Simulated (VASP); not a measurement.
# InAs (I-4m2) in VASP: single point with PBEsol

Aim: the single point of InAs with PBEsol.

All numbers are computed with VASP 6.6.1; they aren't measurements. Logs are shortened: lines on timing, memory, paths and dates and some standing lists are left out, and cuts for length are marked.

## Step 1: The cell of the first run

The structure is tetragonal, space group I-4m2 (No. 119). Conventional cell: a = 4.369 Å, b = 4.369 Å, c = 5.905 Å, α = 90.00°, β = 90.00°, γ = 90.00°. In (site symmetry -4m2) has 4 As at 2.64 Å within 3.5 Å. Within 3.5 Å of As (site symmetry -4m2) lie 4 In at 2.64 Å.

## Step 2: Single point, PBEsol (strain +0.015 along x and y, -0.030 along z)

INCAR reads:

```
SYSTEM = InAs
PREC = Accurate ; ENCUT = 520
EDIFF = 1E-6 ; ISMEAR = 0
SIGMA = 0.15 ; LREAL = .FALSE.
LASPH = .TRUE. ; NELM = 100
ALGO = Normal ; ISIF = 2
LWAVE = .FALSE. ; LCHARG = .TRUE.
GGA = PS ; LELF = .TRUE.
LVHAR = .TRUE. ; NBANDS = 16
```

KPOINTS reads:

```
regular mesh
0
G
  18 18 18
  0 0 0
```

POSCAR reads:

```
InAs
1.0
    0.0000000000      3.0893889560      2.9524209728
    3.0893889560      0.0000000000      2.9524209728
    3.0893889560      3.0893889560      0.0000000000
In As
1 1
Direct
    0.0000000000      0.0000000000      0.0000000000
    0.7500000000      0.7500000000      0.7500000000
```

Potentials or basis: VASP PAW PBE potentials, release 64 (In_d, As).

Command:

```console
> cat potpaw_PBE.64/In_d/POTCAR potpaw_PBE.64/As/POTCAR > POTCAR
> mpirun -np 1 vasp_std > vasp.out
```

OUTCAR:

```text
SYSTEM = InAs
   PREC = Accurate
   ENCUT = 520
   EDIFF = 1E-6
   ISMEAR = 0
   LREAL = .FALSE.
   LASPH = .TRUE.
   NELM = 100
   ISIF = 2
   GGA = PS

 ion  position               nearest neighbor table
   1  0.000  0.000  0.000-   2 2.64   2 2.64   2 2.64   2 2.64
   2  0.750  0.750  0.750-   1 2.64   1 2.64   1 2.64   1 2.64

  LATTYP: Found a body centered tetragonal cell.
 ALAT       =     4.3690557610
 C/A-ratio  =     1.3515144390

  Lattice vectors:

 A1 = (   0.0000000000,  -3.0893889560,  -2.9524209728)
 A2 = (   0.0000000000,   3.0893889560,  -2.9524209728)
 A3 = (   3.0893889560,   0.0000000000,   2.9524209728)

Analysis of symmetry for initial positions (statically):
=====================================================================
 Subroutine PRICEL returns:
 Original cell was already a primitive cell.

 Routine SETGRP: Setting up the symmetry group for a
 body centered tetragonal supercell.

 Subroutine GETGRP returns: Found  8 space group operations
 (whereof  8 operations were pure point group operations)
 out of a pool of 16 trial point group operations.

The static configuration has the point symmetry D_2d.

Analysis of symmetry for dynamics (positions and initial velocities):
=====================================================================
 Subroutine PRICEL returns:
 Original cell was already a primitive cell.

 Routine SETGRP: Setting up the symmetry group for a
 body centered tetragonal supercell.

 Subroutine GETGRP returns: Found  8 space group operations
 (whereof  8 operations were pure point group operations)
 out of a pool of 16 trial point group operations.

The dynamic configuration has the point symmetry D_2d.

 Subroutine INISYM returns: Found  8 space group operations
 (whereof  8 operations are pure point group operations),
 and found     1 'primitive' translations

----------------------------------------------------------------------------------------

                                     Primitive cell

  volume of cell :      56.3577

  direct lattice vectors                    reciprocal lattice vectors
     0.000000000  3.089388956  2.952420973    -0.161844302  0.161844302  0.169352543
     3.089388956  0.000000000  2.952420973     0.161844302 -0.161844302  0.169352543
     3.089388956  3.089388956  0.000000000     0.161844302  0.161844302 -0.169352543

  length of vectors
     4.273302437  4.273302437  4.369055761     0.284723445  0.284723445  0.284723445

  position of ions in fractional coordinates (direct lattice)
     0.000000000  0.000000000  0.000000000
     0.750000000  0.750000000  0.750000000

  ion indices of the primitive-cell ions
   primitive index   ion index
                 1           1
                 2           2

----------------------------------------------------------------------------------------

 KPOINTS: regular mesh

Automatic generation of k-mesh.
 Grid dimensions read from file:
 generate k-points for:   18   18   18

 Generating k-lattice:

  Cartesian coordinates                     Fractional coordinates (reciprocal lattice)
    -0.008991350  0.008991350  0.009408475     0.055555556  0.000000000  0.000000000
     0.008991350 -0.008991350  0.009408475     0.000000000  0.055555556  0.000000000
     0.008991350  0.008991350 -0.009408475    -0.000000000 -0.000000000  0.055555556

  Length of vectors
     0.015817969  0.015817969  0.015817969

  Shift w.r.t. Gamma in fractional coordinates (k-lattice)
     0.000000000  0.000000000  0.000000000

 Subroutine IBZKPT returns following result:
 ===========================================

 Found    480 irreducible k-points:

 Following reciprocal coordinates:
            Coordinates               Weight
  0.000000  0.000000  0.000000      1.000000
  0.055556  0.000000  0.000000      8.000000
  0.111111  0.000000  0.000000      8.000000
  0.166667  0.000000  0.000000      8.000000
  0.222222 -0.000000  0.000000      8.000000
  0.277778  0.000000  0.000000      8.000000
[... 16 lines left out ...]
 -0.277778  0.055556  0.000000      8.000000
 -0.222222  0.055556  0.000000      8.000000
 [... further k-points ...]
   k-points           NKPTS =    480   k-points in BZ     NKDIM =    480   number of bands    NBANDS=     16
   number of dos      NEDOS =    301   number of ions     NIONS =      2
   total plane-waves  NPLWV =  32768
   dimension x,y,z NGX =    32 NGY =   32 NGZ =   32
   dimension x,y,z NGXF=    64 NGYF=   64 NGZF=   64
   ions per type =               1   1
   NGX,Y,Z   is equivalent  to a cutoff of  12.45, 12.45, 12.18 a.u.
   NGXF,Y,Z  is equivalent  to a cutoff of  24.90, 24.90, 24.35 a.u.
 SYSTEM =  InAs
   PREC   = accura    normal or accurate (medium, high low for compatibility)
   ISTART =      0    job   : 0-new  1-cont  2-samecut
   ICHARG =      2    charge: 1-file 2-atom 10-const
   ISPIN  =      1    spin polarized calculation?
   LNONCOLLINEAR =      F non collinear calculations
   LSORBIT =      F    spin-orbit coupling
   LASPH  =      T    aspherical Exc in radial PAW
   ENCUT  =  520.0 eV  38.22 Ry    6.18 a.u.   7.95  7.95  8.12*2*pi/ulx,y,z
   NELM   =    100;   NELMIN=  2; NELMDL= -5     # of ELM steps
   EDIFF  = 0.1E-05   stopping-criterion for ELM
   LREAL  =      F    real-space projection
   EDIFFG = 0.1E-04   stopping-criterion for IOM
   NSW    =      0    number of steps for IOM
   IBRION =     -1    ionic relax: 0-MD 1-quasi-New 2-CG
   NFREE  =      0    steps in history (QN), initial steepest desc. (CG)
   ISIF   =      2    stress and relaxation
   ISYM   =      2    0-nonsym 1-usesym 2-fastsym
   POTIM  = 0.5000    time-step for ionic-motion
   TEBEG  =    0.0;   TEEND  =   0.0 temperature during run
   PSTRESS=    0.0 pullay stress
   NELECT =      18.0000    total number of electrons
   NUPDOWN=      -1.0000    fix difference up-down
   EMIN   =  10.00;   EMAX   =-10.00  energy-range for DOS
   EFERMI =   0.00;   METHOD = LEGACY
   ISMEAR =     0;   SIGMA  =   0.15  broadening in eV -4-tet -1-fermi 0-gaus
   EFERMI_NEDOS =   21; number of points for ismear=-14 and -15
   IALGO  =     38    algorithm
   IMIX   =      4    mixing-type and parameters
     AMIX     =   0.40;   BMIX     =  1.00
     AMIX_MAG =   1.60;   BMIX_MAG =  1.00
  volume/ion in A,a.u.               =      28.18       190.16
  Fermi-wavevector in a.u.,A,eV,Ry     =   1.119046  2.114690 17.038078  1.252263
  Thomas-Fermi vector in A             =   2.255682
   LORBIT       =      0    0 simple, 1 ext, 2 COOP (PROOUT), +10 PAW based schemes
   GGA     = PS    functional components
   LHFCALC =     F    Hartree Fock is set to
   AEXX    =    0.0000 exact exchange contribution
   IVDW    =     0    specifies the selected vdW correction
   LEPSILON=     F    determine dielectric tensor
   LRPA    =     F    only Hartree local field effects (RPA)
 non-spin polarized calculation
 Gauss-broadening in eV      SIGMA  =   0.15
  energy-cutoff  :      520.00
  volume of cell :       56.36
 maximum number of plane-waves:      1539
   NGX = 15   NGY = 15   NGZ = 17

 number of electron      17.9999998 magnetization

 Free energy of the ion-electron system (eV)
  ---------------------------------------------------
  ext. energy  EPLUGINS =         0.00000000
  ---------------------------------------------------
  free energy    TOTEN  =        -8.48319709 eV

  energy without entropy =       -8.48311269  energy(sigma->0) =       -8.48315489

 E-fermi :   4.3827     XC(G=0):  -9.2025

 val. band max:        4.3119065879   @ k =   0.0000   0.0000   0.0000
 cond. band min:       4.6550988792   @ k =   0.0556   0.0000   0.0000
 fundamental gap:      0.3431922913
 Fermi energy:         4.3826526011

 k-point     1 :       0.0000    0.0000    0.0000
  band No.  band energies     occupation
      1     -10.1193      2.00000
      2     -10.1193      2.00000
      3     -10.1044      2.00000
      4      -9.9988      2.00000
      5      -9.9921      2.00000
      6      -7.5830      2.00000
[... 8 lines left out ...]
     15      13.4198      0.00000
     16      14.0768      0.00000

 k-point     2 :       0.0556    0.0000    0.0000
  band No.  band energies     occupation
      1     -10.1217      2.00000
      2     -10.1181      2.00000
      3     -10.1048      2.00000
      4      -9.9989      2.00000
      5      -9.9920      2.00000
      6      -7.5515      2.00000
[... 8 lines left out ...]
     15      13.1146      0.00000
     16      13.5851      0.00000

 k-point     3 :       0.1111    0.0000    0.0000
  band No.  band energies     occupation
      1     -10.1311      2.00000
      2     -10.1147      2.00000
      3     -10.1036      2.00000
      4      -9.9992      2.00000
      5      -9.9918      2.00000
      6      -7.4583      2.00000
[... 8 lines left out ...]
     15      12.7269      0.00000
     16      13.1417      0.00000

 k-point     4 :       0.1667    0.0000    0.0000
  band No.  band energies     occupation
      1     -10.1471      2.00000
      2     -10.1098      2.00000
      3     -10.0998      2.00000
      4      -9.9995      2.00000
      5      -9.9911      2.00000
      6      -7.3083      2.00000
[... 8 lines left out ...]
     15      12.4941      0.00000
     16      12.9839      0.00000
[... 324 lines left out ...]
 k-point    22 :      -0.3333    0.0556    0.0000
  band No.  band energies     occupation
      1     -10.2121      2.00000
      2     -10.0929      2.00000
      3     -10.0822      2.00000
      4      -9.9956      2.00000
      5      -9.9867      2.00000
      6      -6.5302      2.00000
[... 8 lines left out ...]
     15      12.9359      0.00000
     16      13.8860      0.00000

 k-point    23 :      -0.2778    0.0556    0.0000
  band No.  band energies     occupation
      1     -10.1956      2.00000
      2     -10.0973      2.00000
      3     -10.0852      2.00000
      4      -9.9964      2.00000
      5      -9.9896      2.00000
      6      -6.7768      2.00000
[... 8 lines left out ...]
     15      12.4211      0.00000
     16      13.5767      0.00000

 k-point    24 :      -0.2222    0.0556    0.0000
  band No.  band energies     occupation
      1     -10.1768      2.00000
      2     -10.1026      2.00000
      3     -10.0890      2.00000
      4      -9.9970      2.00000
      5      -9.9916      2.00000
      6      -7.0169      2.00000
[... 8 lines left out ...]
     15      12.3170      0.00000
     16      13.4875      0.00000

 [... further k-points ...]
[... 5 lines left out ...]
  --------------------------------------------------------------------------------------
  -------------------------------------------------------------------------------------
  Total       -0.1435870     -0.1435870      0.3573767      0.0000000      0.0000000      0.0000000
  in kB       -4.0819938     -4.0819938     10.1597583      0.0000000      0.0000000      0.0000000
  external PRESSURE =       0.6652569 kB  Pullay stress =       0.0000000 kB

 VOLUME and BASIS-vectors are now :
 -----------------------------------------------------------------------------
  energy-cutoff  :      520.00
  volume of cell :       56.36
      direct lattice vectors                 reciprocal lattice vectors
     0.000000000  3.089388956  2.952420973    -0.161844302  0.161844302  0.169352543
     3.089388956  0.000000000  2.952420973     0.161844302 -0.161844302  0.169352543
     3.089388956  3.089388956  0.000000000     0.161844302  0.161844302 -0.169352543

 POSITION                                       TOTAL-FORCE (eV/Angst)
 -----------------------------------------------------------------------------------
      0.00000      0.00000      0.00000         0.000000      0.000000     -0.000000
      4.63408      4.63408      4.42863        -0.000000     -0.000000      0.000000
 -----------------------------------------------------------------------------------
    total drift:                               -0.000000     -0.000000     -0.000000

  FREE ENERGIE OF THE ION-ELECTRON SYSTEM (eV)
  ---------------------------------------------------
  free  energy   TOTEN  =        -8.4831970896 eV

  energy  without entropy=       -8.4831126929  energy(sigma->0) =       -8.48315489
```

It took 4.2 min on 1 thread of Intel Xeon 8259CL, shared host; peak memory 0.54 GiB.

What came out:

- Free energy: -8.4832 eV
- Pressure: 0.1 GPa
- Band gap on the k mesh: 0.11 eV (least direct gap 0.20 eV)

Stress tensor (GPa, compression positive):
```
-0.41  0.00  0.00
 0.00 -0.41  0.00
 0.00  0.00  1.02
```

Levels at points of the mesh, in eV from the valence-band top:
```
           k point  band 5  band 6  band 7  band 8  band 9  band 10  band 11  band 12  band 13  band 14
(0.00, 0.00, 0.00)  -14.19  -11.78   -0.41   -0.09   -0.09     0.11     3.78     3.87     3.87     7.24
(0.50, 0.00, 0.00)  -14.18  -10.36   -5.73   -1.13   -0.85     0.79     4.45     4.76     6.69     8.75
(0.50, 0.50, 0.00)  -14.17   -9.75   -5.65   -2.46   -2.46     1.32     1.70     9.06     9.06     9.17
(0.50, 0.00, 0.50)  -14.18   -9.88   -5.90   -2.22   -2.20     1.52     2.09     8.78     8.80     9.19
```

Caveat: the cell differs from its parent crystal (strain +0.015 along x and y, -0.030 along z); the smearing spreads over this small gap; semilocal functionals underestimate gaps, and a narrow one can read as zero; the PAW data sets were made with another functional, which shifts forces and pressure a little; spin-orbit coupling is left out, which moves the levels of the heavy elements. A k mesh can miss the band edges.

The gap in the log of VASP goes by the Fermi energy; the results here count the filled bands.